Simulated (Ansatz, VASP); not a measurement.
# Two plane-wave programs on SiC3

```xyz
4
Lattice="2.7293 0.0000 0.0000 -1.3647 2.3637 0.0000 0.0000 0.0000 4.6985" Properties=species:S:1:pos:R:3 pbc="T T T"
Si    0.0000    1.5758    0.0000
C     0.0000    1.5758    2.3492
C     1.3647    0.7879    1.3020
C     1.3647    0.7879    3.3965
```

Alike in both runs: functional PBE; k mesh 6 × 6 × 2; occupations gaussian, width 0.1 eV; no spin polarisation.

Ansatz relaxed the structure, and its values are those at the end. VASP's run is a single point on that final structure, the one shown.

|  | VASP | Ansatz |
| --- | --- | --- |
| version | VASP 6.6.1 | Ansatz 0.2.0 |
| potentials or method | VASP PAW PBE potentials, release 64 (Si, C), cutoff 520 eV | scalar-relativistic, plane waves, PAW |
| valence electrons in the cell | 16 | 16 |

|  | VASP | Ansatz | Ansatz less VASP |
| --- | --- | --- | --- |
| gap on the k mesh at the Fermi level (eV) | none | none | - |
| pressure (GPa) | 0.0 | -0.2 | -0.13 |

A gap of «none» marks a metal or a gap that the smearing closes.

The k mesh is coarse, so the values compare programs but aren't converged.
